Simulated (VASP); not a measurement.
# WC (Fm-3m) in VASP: single point with r2SCAN

Aim: the single point of WC with r2SCAN.

All numbers are computed with VASP 6.6.1; they aren't measurements. Logs are shortened: lines on timing, memory, paths and dates and some standing lists are left out, and cuts for length are marked.

### Step 1. The cell of the first run

It takes space group Fm-3m (No. 225, cubic). Conventional cell: a = 4.365 Å, b = 4.365 Å, c = 4.365 Å, α = 90.00°, β = 90.00°, γ = 90.00°. W (site symmetry m-3m) has 6 C at 2.18 Å within 2.9 Å. C (site symmetry m-3m) has 6 W at 2.18 Å within 2.9 Å.

### Step 2. Single point, r2SCAN

Input file POSCAR:

```
WC
1.0
    0.0000000000      2.1824154775      2.1824154775
    2.1824154775      0.0000000000      2.1824154775
    2.1824154775      2.1824154775      0.0000000000
W C
1 1
Direct
    0.0000000000      0.0000000000      0.0000000000
    0.5000000000      0.5000000000      0.5000000000
```

Input file INCAR.step1:

```
SYSTEM = WC
ALGO = Normal ; EDIFF = 1E-5
ENCUT = 910 ; GGA = PE
GGA_COMPAT = .False. ; ISMEAR = 0
LASPH = .True. ; LCHARG = .False.
LREAL = .False. ; LWAVE = .True.
NBANDS = 16 ; NELM = 120
PREC = Accurate ; SIGMA = 0.1
```

Input file INCAR.step2:

```
SYSTEM = WC
ALGO = Normal ; EDIFF = 1E-6
ENCUT = 910 ; GGA_COMPAT = .False.
ISIF = 2 ; ISMEAR = 0
ISTART = 1 ; LASPH = .True.
LCHARG = .False. ; LMIXTAU = .True.
LREAL = .False. ; LWAVE = .False.
METAGGA = R2SCAN ; NBANDS = 16
NELM = 120 ; PREC = Accurate
SIGMA = 0.1
```

Input file KPOINTS:

```
k-points
0
Gamma
  16 16 16
  0 0 0
```

Potentials or basis: VASP PAW PBE potentials, release 64 (W_sv, C_h).

Command:

```sh
$ cat potpaw_PBE.64/W_sv/POTCAR potpaw_PBE.64/C_h/POTCAR > POTCAR
$ cp INCAR.step1 INCAR
$ mpirun -np 1 vasp_std > vasp.out
$ cp INCAR.step2 INCAR
$ mpirun -np 1 vasp_std > vasp.out
```

OUTCAR:

```text
SYSTEM = WC
   EDIFF = 1E-6
   ENCUT = 910
   ISIF = 2
   ISMEAR = 0
   ISTART = 1
   LASPH = .True.
   LREAL = .False.
   METAGGA = R2SCAN
   NELM = 120
   PREC = Accurate

 ion  position               nearest neighbor table
   1  0.000  0.000  0.000-   2 2.18   2 2.18   2 2.18   2 2.18   2 2.18   2 2.18
   2  0.500  0.500  0.500-   1 2.18   1 2.18   1 2.18   1 2.18   1 2.18   1 2.18

  LATTYP: Found a face centered cubic cell.
 ALAT       =     4.3648309550

  Lattice vectors:

 A1 = (   0.0000000000,   2.1824154775,   2.1824154775)
 A2 = (   2.1824154775,   0.0000000000,   2.1824154775)
 A3 = (   2.1824154775,   2.1824154775,   0.0000000000)

Analysis of symmetry for initial positions (statically):
=====================================================================
 Subroutine PRICEL returns:
 Original cell was already a primitive cell.

 Routine SETGRP: Setting up the symmetry group for a
 face centered cubic supercell.

 Subroutine GETGRP returns: Found 48 space group operations
 (whereof 48 operations were pure point group operations)
 out of a pool of 48 trial point group operations.

The static configuration has the point symmetry O_h .

Analysis of symmetry for dynamics (positions and initial velocities):
=====================================================================
 Subroutine PRICEL returns:
 Original cell was already a primitive cell.

 Routine SETGRP: Setting up the symmetry group for a
 face centered cubic supercell.

 Subroutine GETGRP returns: Found 48 space group operations
 (whereof 48 operations were pure point group operations)
 out of a pool of 48 trial point group operations.

The dynamic configuration has the point symmetry O_h .

 Subroutine INISYM returns: Found 48 space group operations
 (whereof 48 operations are pure point group operations),
 and found     1 'primitive' translations

----------------------------------------------------------------------------------------

                                     Primitive cell

  volume of cell :      20.7894

  direct lattice vectors                    reciprocal lattice vectors
     0.000000000  2.182415478  2.182415478    -0.229103947  0.229103947  0.229103947
     2.182415478  0.000000000  2.182415478     0.229103947 -0.229103947  0.229103947
     2.182415478  2.182415478  0.000000000     0.229103947  0.229103947 -0.229103947

  length of vectors
     3.086401567  3.086401567  3.086401567     0.396819677  0.396819677  0.396819677

  position of ions in fractional coordinates (direct lattice)
     0.000000000  0.000000000  0.000000000
     0.500000000  0.500000000  0.500000000

  ion indices of the primitive-cell ions
   primitive index   ion index
                 1           1
                 2           2

----------------------------------------------------------------------------------------

 KPOINTS: k-points

Automatic generation of k-mesh.
 Grid dimensions read from file:
 generate k-points for:   16   16   16

 Generating k-lattice:

  Cartesian coordinates                     Fractional coordinates (reciprocal lattice)
    -0.014318997  0.014318997  0.014318997     0.062500000  0.000000000  0.000000000
     0.014318997 -0.014318997  0.014318997     0.000000000  0.062500000  0.000000000
     0.014318997  0.014318997 -0.014318997     0.000000000  0.000000000  0.062500000

  Length of vectors
     0.024801230  0.024801230  0.024801230

  Shift w.r.t. Gamma in fractional coordinates (k-lattice)
     0.000000000  0.000000000  0.000000000

 Subroutine IBZKPT returns following result:
 ===========================================

 Found    145 irreducible k-points:

 Following reciprocal coordinates:
            Coordinates               Weight
  0.000000  0.000000  0.000000      1.000000
  0.062500  0.000000  0.000000      8.000000
  0.125000  0.000000  0.000000      8.000000
  0.187500  0.000000  0.000000      8.000000
  0.250000  0.000000  0.000000      8.000000
  0.312500  0.000000  0.000000      8.000000
[... 16 lines left out ...]
 -0.125000  0.062500  0.000000     24.000000
 -0.062500  0.062500  0.000000     12.000000
 [... further k-points ...]
   k-points           NKPTS =    145   k-points in BZ     NKDIM =    145   number of bands    NBANDS=     16
   number of dos      NEDOS =    301   number of ions     NIONS =      2
   total plane-waves  NPLWV =  27000
   dimension x,y,z NGX =    30 NGY =   30 NGZ =   30
   dimension x,y,z NGXF=    60 NGYF=   60 NGZF=   60
   ions per type =               1   1
   NGX,Y,Z   is equivalent  to a cutoff of  16.16, 16.16, 16.16 a.u.
   NGXF,Y,Z  is equivalent  to a cutoff of  32.32, 32.32, 32.32 a.u.
 SYSTEM =  WC
   PREC   = accura    normal or accurate (medium, high low for compatibility)
   ISTART =      1    job   : 0-new  1-cont  2-samecut
   ICHARG =      0    charge: 1-file 2-atom 10-const
   ISPIN  =      1    spin polarized calculation?
   LNONCOLLINEAR =      F non collinear calculations
   LSORBIT =      F    spin-orbit coupling
   LASPH  =      T    aspherical Exc in radial PAW
   ENCUT  =  910.0 eV  66.88 Ry    8.18 a.u.   7.59  7.59  7.59*2*pi/ulx,y,z
   NELM   =    120;   NELMIN=  2; NELMDL=  0     # of ELM steps
   EDIFF  = 0.1E-05   stopping-criterion for ELM
   LREAL  =      F    real-space projection
   EDIFFG = 0.1E-04   stopping-criterion for IOM
   NSW    =      0    number of steps for IOM
   IBRION =     -1    ionic relax: 0-MD 1-quasi-New 2-CG
   NFREE  =      0    steps in history (QN), initial steepest desc. (CG)
   ISIF   =      2    stress and relaxation
   ISYM   =      2    0-nonsym 1-usesym 2-fastsym
   POTIM  = 0.5000    time-step for ionic-motion
   TEBEG  =    0.0;   TEEND  =   0.0 temperature during run
   PSTRESS=    0.0 pullay stress
   NELECT =      18.0000    total number of electrons
   NUPDOWN=      -1.0000    fix difference up-down
   EMIN   =  10.00;   EMAX   =-10.00  energy-range for DOS
   EFERMI =   0.00;   METHOD = LEGACY
   ISMEAR =     0;   SIGMA  =   0.10  broadening in eV -4-tet -1-fermi 0-gaus
   EFERMI_NEDOS =   21; number of points for ismear=-14 and -15
   IALGO  =     38    algorithm
   IMIX   =      4    mixing-type and parameters
     AMIX     =   0.40;   BMIX     =  1.00
     AMIX_MAG =   1.60;   BMIX_MAG =  1.00
  volume/ion in A,a.u.               =      10.39        70.15
  Fermi-wavevector in a.u.,A,eV,Ry     =   1.560336  2.948608 33.125419  2.434650
  Thomas-Fermi vector in A             =   2.663563
   LORBIT       =      0    0 simple, 1 ext, 2 COOP (PROOUT), +10 PAW based schemes
   METAGGA = R2SCAN    functional components
   LHFCALC =     F    Hartree Fock is set to
   AEXX    =    0.0000 exact exchange contribution
   IVDW    =     0    specifies the selected vdW correction
   LEPSILON=     F    determine dielectric tensor
   LRPA    =     F    only Hartree local field effects (RPA)
 non-spin polarized calculation
 Gauss-broadening in eV      SIGMA  =   0.10
  energy-cutoff  :      910.00
  volume of cell :       20.79
 maximum number of plane-waves:      1316
   NGX = 15   NGY = 15   NGZ = 15

 number of electron      18.0000001 magnetization

 Free energy of the ion-electron system (eV)
  ---------------------------------------------------
  ext. energy  EPLUGINS =         0.00000000
  ---------------------------------------------------
  free energy    TOTEN  =       -60.63616878 eV

  energy without entropy =      -60.63099807  energy(sigma->0) =      -60.63358342

 E-fermi :  13.0154     XC(G=0): -14.9464

 val. band max:       13.0087900927   @ k =  -0.3125   0.2500   0.0625
 cond. band min:      13.0198176727   @ k =  -0.3125   0.3125   0.0000
 fundamental gap:      0.0110275799
 Fermi energy:        13.0154337034

 k-point     1 :       0.0000    0.0000    0.0000
  band No.  band energies     occupation
      1     -64.5005      2.00000
      2     -27.8334      2.00000
      3     -27.8334      2.00000
      4     -27.8334      2.00000
      5      -3.8850      2.00000
      6      10.0556      2.00000
[... 8 lines left out ...]
     15      23.5325      0.00000
     16      37.0321      0.00000

 k-point     2 :       0.0625    0.0000    0.0000
  band No.  band energies     occupation
      1     -64.4988      2.00000
      2     -27.8597      2.00000
      3     -27.8362      2.00000
      4     -27.8362      2.00000
      5      -3.7694      2.00000
      6       9.6084      2.00000
[... 8 lines left out ...]
     15      23.7983      0.00000
     16      35.8303      0.00000

 k-point     3 :       0.1250    0.0000    0.0000
  band No.  band energies     occupation
      1     -64.4940      2.00000
      2     -27.9339      2.00000
      3     -27.8439      2.00000
      4     -27.8439      2.00000
      5      -3.4308      2.00000
      6       8.6514      2.00000
[... 8 lines left out ...]
     15      24.5220      0.00000
     16      33.7512      0.00000

 k-point     4 :       0.1875    0.0000    0.0000
  band No.  band energies     occupation
      1     -64.4868      2.00000
      2     -28.0433      2.00000
      3     -27.8554      2.00000
      4     -27.8554      2.00000
      5      -2.8927      2.00000
      6       7.5226      2.00000
[... 8 lines left out ...]
     15      25.4355      0.00000
     16      31.9978      0.00000
[... 324 lines left out ...]
 k-point    22 :      -0.1875    0.0625    0.0000
  band No.  band energies     occupation
      1     -64.4828      2.00000
      2     -28.0891      2.00000
      3     -27.8861      2.00000
      4     -27.8512      2.00000
      5      -2.5937      2.00000
      6       6.9888      2.00000
[... 8 lines left out ...]
     15      25.8543      0.00000
     16      30.3627      0.00000

 k-point    23 :      -0.1250    0.0625    0.0000
  band No.  band energies     occupation
      1     -64.4905      2.00000
      2     -27.9770      2.00000
      3     -27.8690      2.00000
      4     -27.8410      2.00000
      5      -3.1795      2.00000
      6       8.1368      2.00000
[... 8 lines left out ...]
     15      25.0227      0.00000
     16      32.1931      0.00000

 k-point    24 :      -0.0625    0.0625    0.0000
  band No.  band energies     occupation
      1     -64.4961      2.00000
      2     -27.8959      2.00000
      3     -27.8515      2.00000
      4     -27.8357      2.00000
      5      -3.5807      2.00000
      6       9.1965      2.00000
[... 8 lines left out ...]
     15      24.2191      0.00000
     16      34.3445      0.00000

 [... further k-points ...]

------------------------ aborting loop because EDIFF is reached ----------------------------------------

  FORCE on cell =-STRESS in cart. coord.  units (eV):
  Direction    XX          YY          ZZ          XY          YZ          ZX
  --------------------------------------------------------------------------------------
  -------------------------------------------------------------------------------------
  Total        0.2000649      0.2000649      0.2000649      0.0000000      0.0000000      0.0000000
  in kB       15.4183975     15.4183975     15.4183975      0.0000000      0.0000000      0.0000000
  external PRESSURE =      15.4183975 kB  Pullay stress =       0.0000000 kB

 VOLUME and BASIS-vectors are now :
 -----------------------------------------------------------------------------
  energy-cutoff  :      910.00
  volume of cell :       20.79
      direct lattice vectors                 reciprocal lattice vectors
     0.000000000  2.182415478  2.182415478    -0.229103947  0.229103947  0.229103947
     2.182415478  0.000000000  2.182415478     0.229103947 -0.229103947  0.229103947
     2.182415478  2.182415478  0.000000000     0.229103947  0.229103947 -0.229103947

 POSITION                                       TOTAL-FORCE (eV/Angst)
 -----------------------------------------------------------------------------------
      0.00000      0.00000      0.00000        -0.000000      0.000000     -0.000000
      2.18242      2.18242      2.18242         0.000000      0.000000      0.000000
 -----------------------------------------------------------------------------------
    total drift:                               -0.000000      0.000000      0.000000

  FREE ENERGIE OF THE ION-ELECTRON SYSTEM (eV)
  ---------------------------------------------------
  free  energy   TOTEN  =       -60.6361687765 eV

  energy  without entropy=      -60.6309980686  energy(sigma->0) =      -60.63358342
```

It took 6.4 min on 1 thread of Intel Xeon Platinum 8259CL at 2.50GHz (Skylake/Cascade Lake), shared host; peak memory 0.26 GiB.

What came out:

| Item | Value |
| --- | --- |
| Free energy | -60.6362 eV |
| Pressure | 1.5 GPa |
| Band gap on the k mesh | zero (bands 9 and 10 overlap by 3.30 eV) |

Levels at points of the mesh, in eV from the Fermi level:
| k point | band 7 | band 8 | band 9 | band 10 | band 11 | band 12 |
| --- | --- | --- | --- | --- | --- | --- |
| (0.00, 0.00, 0.00) | -2.96 | -2.96 | -1.25 | -1.25 | -1.25 | -1.10 |
| (0.50, 0.00, 0.00) | -7.10 | -7.10 | 1.06 | 1.06 | 2.49 | 5.32 |
| (0.50, 0.50, 0.00) | -6.01 | -2.79 | -2.79 | 0.82 | 2.34 | 2.34 |

Caveat: the cutoff is under 1.25 times the usual one of these potentials, so pressure, stress and relaxed cells hold a basis-set (Pulay) error; the PAW data sets were made with another functional, which shifts forces and pressure a little; spin-orbit coupling is left out, which moves the levels of the heavy elements.
